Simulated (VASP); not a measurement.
# LiH (I4/mmm) in VASP: further runs

LiH is run at these levels: PBE, r2SCAN; tasks: single point.

All numbers are computed with VASP 6.6.1; they aren't measurements. Logs are shortened: lines on timing, memory, paths and dates and some standing lists are left out, and cuts for length are marked.

## 1. The cell of the first run

Symmetry: I4/mmm, No. 139, tetragonal system. The conventional cell has a = 2.664 Å, b = 2.664 Å, c = 3.997 Å, α = 90.00°, β = 90.00°, γ = 90.00°. Within 2.5 Å of Li (site symmetry 4/mmm) lie 6 H at 1.88 to 2.00 Å. Within 2.5 Å of H (site symmetry 4/mmm) lie 6 Li at 1.88 to 2.00 Å.

## 2. Single point, PBE (biaxial xy strain -5.8%)

INCAR reads:

```
SYSTEM = LiH
ALGO = Normal
EDIFF = 1E-6
ENCUT = 520
GGA = PE
ISIF = 2
ISMEAR = -1
LASPH = .True.
LCHARG = .False.
LREAL = .False.
LWAVE = .False.
NBANDS = 9
NELM = 100
PREC = Accurate
SIGMA = 0.02
```

KPOINTS reads:

```
k-points
0
Gamma
  10 10 10
  0 0 0
```

POSCAR reads:

```
LiH
1.0
    0.0000000000      1.8835605110      1.9984726907
    1.8835605110      0.0000000000      1.9984726907
    1.8835605110      1.8835605110      0.0000000000
Li H
1 1
Direct
    0.0000000000      0.0000000000      0.0000000000
    0.5000000000      0.5000000000      0.5000000000
```

Potentials or basis: VASP PAW PBE potentials, release 64 (Li_sv, H).

Launch:

```sh
$ cat potpaw_PBE.64/Li_sv/POTCAR potpaw_PBE.64/H/POTCAR > POTCAR
$ mpirun -np 1 vasp_std > vasp.out
```

OUTCAR:

```text
SYSTEM = LiH
   EDIFF = 1E-6
   ENCUT = 520
   GGA = PE
   ISIF = 2
   ISMEAR = -1
   LASPH = .True.
   LREAL = .False.
   NELM = 100
   PREC = Accurate

 ion  position               nearest neighbor table
   1  0.000  0.000  0.000-
   2  0.500  0.500  0.500-

  LATTYP: Found a body centered tetragonal cell.
 ALAT       =     2.6637568202
 C/A-ratio  =     1.5004918434

  Lattice vectors:

 A1 = (  -1.8835605110,   0.0000000000,   1.9984726907)
 A2 = (   1.8835605110,   0.0000000000,   1.9984726907)
 A3 = (   0.0000000000,   1.8835605110,  -1.9984726907)

Analysis of symmetry for initial positions (statically):
=====================================================================
 Subroutine PRICEL returns:
 Original cell was already a primitive cell.

 Routine SETGRP: Setting up the symmetry group for a
 body centered tetragonal supercell.

 Subroutine GETGRP returns: Found 16 space group operations
 (whereof 16 operations were pure point group operations)
 out of a pool of 16 trial point group operations.

The static configuration has the point symmetry D_4h.

Analysis of symmetry for dynamics (positions and initial velocities):
=====================================================================
 Subroutine PRICEL returns:
 Original cell was already a primitive cell.

 Routine SETGRP: Setting up the symmetry group for a
 body centered tetragonal supercell.

 Subroutine GETGRP returns: Found 16 space group operations
 (whereof 16 operations were pure point group operations)
 out of a pool of 16 trial point group operations.

The dynamic configuration has the point symmetry D_4h.

 Subroutine INISYM returns: Found 16 space group operations
 (whereof 16 operations are pure point group operations),
 and found     1 'primitive' translations

----------------------------------------------------------------------------------------

                                     Primitive cell

  volume of cell :      14.1804

  direct lattice vectors                    reciprocal lattice vectors
     0.000000000  1.883560511  1.998472691    -0.265454705  0.265454705  0.250191060
     1.883560511  0.000000000  1.998472691     0.265454705 -0.265454705  0.250191060
     1.883560511  1.883560511  0.000000000     0.265454705  0.265454705 -0.250191060

  length of vectors
     2.746214357  2.746214357  2.663756820     0.451140740  0.451140740  0.451140740

  position of ions in fractional coordinates (direct lattice)
     0.000000000  0.000000000  0.000000000
     0.500000000  0.500000000  0.500000000

  ion indices of the primitive-cell ions
   primitive index   ion index
                 1           1
                 2           2

----------------------------------------------------------------------------------------

 KPOINTS: k-points

Automatic generation of k-mesh.
 Grid dimensions read from file:
 generate k-points for:   10   10   10

 Generating k-lattice:

  Cartesian coordinates                     Fractional coordinates (reciprocal lattice)
    -0.026545471  0.026545471  0.025019106     0.100000000  0.000000000  0.000000000
     0.026545471 -0.026545471  0.025019106     0.000000000  0.100000000  0.000000000
     0.026545471  0.026545471 -0.025019106     0.000000000  0.000000000  0.100000000

  Length of vectors
     0.045114074  0.045114074  0.045114074

  Shift w.r.t. Gamma in fractional coordinates (k-lattice)
     0.000000000  0.000000000  0.000000000

 Subroutine IBZKPT returns following result:
 ===========================================

 Found    102 irreducible k-points:

 Following reciprocal coordinates:
            Coordinates               Weight
  0.000000  0.000000  0.000000      1.000000
  0.100000 -0.000000  0.000000      8.000000
  0.200000 -0.000000  0.000000      8.000000
  0.300000 -0.000000  0.000000      8.000000
  0.400000 -0.000000  0.000000      8.000000
  0.500000 -0.000000  0.000000      4.000000
[... 16 lines left out ...]
  0.300000  0.300000  0.000000      2.000000
  0.400000  0.300000  0.000000      8.000000
 [... further k-points ...]
   k-points           NKPTS =    102   k-points in BZ     NKDIM =    102   number of bands    NBANDS=      9
   number of dos      NEDOS =    301   number of ions     NIONS =      2
   total plane-waves  NPLWV =   8000
   dimension x,y,z NGX =    20 NGY =   20 NGZ =   20
   dimension x,y,z NGXF=    40 NGYF=   40 NGZF=   40
   ions per type =               1   1
   NGX,Y,Z   is equivalent  to a cutoff of  12.11, 12.11, 12.48 a.u.
   NGXF,Y,Z  is equivalent  to a cutoff of  24.21, 24.21, 24.96 a.u.
 SYSTEM =  LiH
   PREC   = accura    normal or accurate (medium, high low for compatibility)
   ISTART =      0    job   : 0-new  1-cont  2-samecut
   ICHARG =      2    charge: 1-file 2-atom 10-const
   ISPIN  =      1    spin polarized calculation?
   LNONCOLLINEAR =      F non collinear calculations
   LSORBIT =      F    spin-orbit coupling
   LASPH  =      T    aspherical Exc in radial PAW
   ENCUT  =  520.0 eV  38.22 Ry    6.18 a.u.   5.11  5.11  4.95*2*pi/ulx,y,z
   NELM   =    100;   NELMIN=  2; NELMDL= -5     # of ELM steps
   EDIFF  = 0.1E-05   stopping-criterion for ELM
   LREAL  =      F    real-space projection
   EDIFFG = 0.1E-04   stopping-criterion for IOM
   NSW    =      0    number of steps for IOM
   IBRION =     -1    ionic relax: 0-MD 1-quasi-New 2-CG
   NFREE  =      0    steps in history (QN), initial steepest desc. (CG)
   ISIF   =      2    stress and relaxation
   ISYM   =      2    0-nonsym 1-usesym 2-fastsym
   POTIM  = 0.5000    time-step for ionic-motion
   TEBEG  =    0.0;   TEEND  =   0.0 temperature during run
   PSTRESS=    0.0 pullay stress
   NELECT =       4.0000    total number of electrons
   NUPDOWN=      -1.0000    fix difference up-down
   EMIN   =  10.00;   EMAX   =-10.00  energy-range for DOS
   EFERMI =   0.00;   METHOD = LEGACY
   ISMEAR =    -1;   SIGMA  =   0.02  broadening in eV -4-tet -1-fermi 0-gaus
   EFERMI_NEDOS =   21; number of points for ismear=-14 and -15
   IALGO  =     38    algorithm
   IMIX   =      4    mixing-type and parameters
     AMIX     =   0.40;   BMIX     =  1.00
     AMIX_MAG =   1.60;   BMIX_MAG =  1.00
  volume/ion in A,a.u.               =       7.09        47.85
  Fermi-wavevector in a.u.,A,eV,Ry     =   1.073657  2.028918 15.683982  1.152740
  Thomas-Fermi vector in A             =   2.209463
   LORBIT       =      0    0 simple, 1 ext, 2 COOP (PROOUT), +10 PAW based schemes
   GGA     = PE    functional components
   LHFCALC =     F    Hartree Fock is set to
   AEXX    =    0.0000 exact exchange contribution
   IVDW    =     0    specifies the selected vdW correction
   LEPSILON=     F    determine dielectric tensor
   LRPA    =     F    only Hartree local field effects (RPA)
 non-spin polarized calculation
  energy-cutoff  :      520.00
  volume of cell :       14.18
 maximum number of plane-waves:       400
   NGX = 11   NGY = 11   NGZ =  9

 number of electron       3.9999992 magnetization

 Free energy of the ion-electron system (eV)
  ---------------------------------------------------
  ext. energy  EPLUGINS =         0.00000000
  ---------------------------------------------------
  free energy    TOTEN  =        -6.08550665 eV

  energy without entropy =       -6.08550665  energy(sigma->0) =       -6.08550665

 E-fermi :   1.3358     XC(G=0):  -8.9251

 val. band max:        0.8885746403   @ k =   0.5000   0.0000   0.5000
 cond. band min:       3.0432303182   @ k =   0.5000   0.5000   0.0000
 fundamental gap:      2.1546556779
 Fermi energy:         1.3358305548

 k-point     1 :       0.0000    0.0000    0.0000
  band No.  band energies     occupation
      1     -43.4750      2.00000
      2      -5.1920      2.00000
      3      18.4197      0.00000
      4      19.8191      0.00000
      5      19.8192      0.00000
      6      20.3277      0.00000
      7      24.7285      0.00000
      8      25.0938      0.00000
      9      25.0938      0.00000

 k-point     2 :       0.1000   -0.0000    0.0000
  band No.  band energies     occupation
      1     -43.4678      2.00000
      2      -5.0092      2.00000
      3      16.6020      0.00000
      4      18.9775      0.00000
      5      19.5042      0.00000
      6      19.6238      0.00000
      7      24.3426      0.00000
      8      25.8198      0.00000
      9      25.9505      0.00000

 k-point     3 :       0.2000   -0.0000    0.0000
  band No.  band energies     occupation
      1     -43.4493      2.00000
      2      -4.4750      2.00000
      3      12.9589      0.00000
      4      17.5096      0.00000
      5      18.8133      0.00000
      6      19.0091      0.00000
      7      24.3917      0.00000
      8      25.6927      0.00000
      9      26.7136      0.00000

 k-point     4 :       0.3000   -0.0000    0.0000
  band No.  band energies     occupation
      1     -43.4261      2.00000
      2      -3.6499      2.00000
      3       9.5310      0.00000
      4      16.2921      0.00000
      5      18.2809      0.00000
      6      18.7854      0.00000
      7      22.4891      0.00000
      8      24.4212      0.00000
      9      27.2050      0.00000

 k-point     5 :       0.4000   -0.0000    0.0000
  band No.  band energies     occupation
      1     -43.4073      2.00000
      2      -2.7439      2.00000
      3       6.9912      0.00000
      4      15.5099      0.00000
      5      18.1306      0.00000
      6      18.9078      0.00000
      7      20.9727      0.00000
      8      22.6152      0.00000
      9      29.2704      0.00000

 k-point     6 :       0.5000   -0.0000    0.0000
  band No.  band energies     occupation
      1     -43.4001      2.00000
      2      -2.2916      2.00000
      3       5.9855      0.00000
      4      15.2417      0.00000
      5      18.1695      0.00000
      6      19.0829      0.00000
      7      20.3652      0.00000
      8      21.8698      0.00000
      9      30.5304      0.00000
[... 169 lines left out ...]
 k-point    21 :      -0.3000    0.2000    0.0000
  band No.  band energies     occupation
      1     -43.4005      2.00000
      2      -2.2888      2.00000
      3       7.7033      0.00000
      4      10.3415      0.00000
      5      17.9860      0.00000
      6      18.1949      0.00000
      7      25.2043      0.00000
      8      28.3393      0.00000
      9      28.6695      0.00000

 k-point    22 :      -0.2000    0.2000    0.0000
  band No.  band energies     occupation
      1     -43.4169      2.00000
      2      -3.2687      2.00000
      3      10.5064      0.00000
      4      11.0184      0.00000
      5      18.4222      0.00000
      6      19.8205      0.00000
      7      24.2701      0.00000
      8      26.6470      0.00000
      9      28.4811      0.00000

 k-point    23 :       0.3000    0.3000    0.0000
  band No.  band energies     occupation
      1     -43.4179      2.00000
      2      -2.9616      2.00000
      3       9.0398      0.00000
      4      14.3136      0.00000
      5      14.3136      0.00000
      6      17.6986      0.00000
      7      20.1206      0.00000
      8      31.4786      0.00000
      9      35.0435      0.00000

 k-point    24 :       0.4000    0.3000    0.0000
  band No.  band energies     occupation
      1     -43.4043      2.00000
      2      -2.0479      2.00000
      3       7.0856      0.00000
      4      12.2534      0.00000
      5      13.8986      0.00000
      6      18.7069      0.00000
      7      20.4029      0.00000
      8      32.4534      0.00000
      9      34.0200      0.00000

 [... further k-points ...]
[... 5 lines left out ...]
  --------------------------------------------------------------------------------------
  -------------------------------------------------------------------------------------
  Total        0.6810972      0.6810972      0.1344605      0.0000000      0.0000000     -0.0000000
  in kB       76.9542005     76.9542005     15.1921019      0.0000000      0.0000000     -0.0000000
  external PRESSURE =      56.3668343 kB  Pullay stress =       0.0000000 kB

 VOLUME and BASIS-vectors are now :
 -----------------------------------------------------------------------------
  energy-cutoff  :      520.00
  volume of cell :       14.18
      direct lattice vectors                 reciprocal lattice vectors
     0.000000000  1.883560511  1.998472691    -0.265454705  0.265454705  0.250191060
     1.883560511  0.000000000  1.998472691     0.265454705 -0.265454705  0.250191060
     1.883560511  1.883560511  0.000000000     0.265454705  0.265454705 -0.250191060

 POSITION                                       TOTAL-FORCE (eV/Angst)
 -----------------------------------------------------------------------------------
      0.00000      0.00000      0.00000         0.000000     -0.000000      0.000000
      1.88356      1.88356      1.99847        -0.000000      0.000000      0.000000
 -----------------------------------------------------------------------------------
    total drift:                                0.000000     -0.000000      0.000000

  FREE ENERGIE OF THE ION-ELECTRON SYSTEM (eV)
  ---------------------------------------------------
  free  energy   TOTEN  =        -6.0855066533 eV

  energy  without entropy=       -6.0855066533  energy(sigma->0) =       -6.08550665
```

It took 4.3 s on 1 thread of Intel Xeon 6975P-C (Granite Rapids), shared host; peak memory 0.12 GiB.

Results:

| Item | Value |
| --- | --- |
| Free energy | -6.0855 eV |
| Band gap on the k mesh | 2.15 eV, indirect (least direct gap 2.64 eV) |

Caveat: the cell differs from its parent crystal (biaxial xy strain -5.8%); the cutoff is under 1.25 times the usual one of these potentials, so pressure, stress and relaxed cells hold a basis-set (Pulay) error. A k mesh can miss the band edges.

## 3. Single point, r2SCAN (biaxial xy strain -5.8%)

POSCAR is that of step 2.

INCAR.step1 reads:

```
SYSTEM = LiH
PREC = Accurate ; ENCUT = 520
ISMEAR = 0 ; SIGMA = 0.01
LREAL = .FALSE. ; LASPH = .TRUE.
NELM = 60 ; NBANDS = 9
GGA = PE ; ALGO = Normal
EDIFF = 1E-4 ; LWAVE = .TRUE.
LCHARG = .FALSE.
```

INCAR.step2 reads:

```
SYSTEM = LiH
PREC = Accurate ; ENCUT = 520
EDIFF = 1E-6 ; ISMEAR = 0
SIGMA = 0.01 ; LREAL = .FALSE.
LASPH = .TRUE. ; NELM = 60
ALGO = Normal ; ISIF = 2
LWAVE = .FALSE. ; LCHARG = .FALSE.
METAGGA = R2SCAN ; LMIXTAU = .TRUE.
NBANDS = 9 ; ISTART = 1
```

KPOINTS reads:

```
regular mesh
0
G
  10 10 10
  0 0 0
```

Potentials or basis: VASP PAW PBE potentials, release 64 (Li_sv, H).

Launch:

```sh
$ cat potpaw_PBE.64/Li_sv/POTCAR potpaw_PBE.64/H/POTCAR > POTCAR
$ cp INCAR.step1 INCAR
$ mpirun -np 1 vasp_std > vasp.out
$ cp INCAR.step2 INCAR
$ mpirun -np 1 vasp_std > vasp.out
```

Wall time 30 s (1 thread of Intel Xeon 6975P-C (Granite Rapids), shared host); peak memory 0.12 GiB.

It converged, with:

- Free energy: -6.7772 eV
- Band gap on the k mesh: 2.76 eV, indirect (least direct gap 3.24 eV)

Levels at points of the mesh, in eV from the valence-band top:
```
           k point  band 1  band 2  band 3  band 4  band 5
(0.00, 0.00, 0.00)  -45.72   -6.13   19.08   20.45   20.45
(0.50, 0.00, 0.00)  -45.65   -3.18    5.81   15.69   18.93
(0.50, 0.50, 0.00)  -45.63   -0.49    2.76   13.00   13.00
(0.50, 0.00, 0.50)  -45.62    0.00    3.65   11.64   12.20
```

Caveat: the cell differs from its parent crystal (biaxial xy strain -5.8%); the cutoff is under 1.25 times the usual one of these potentials, so pressure, stress and relaxed cells hold a basis-set (Pulay) error; the PAW data sets were made with another functional, which shifts forces and pressure a little.
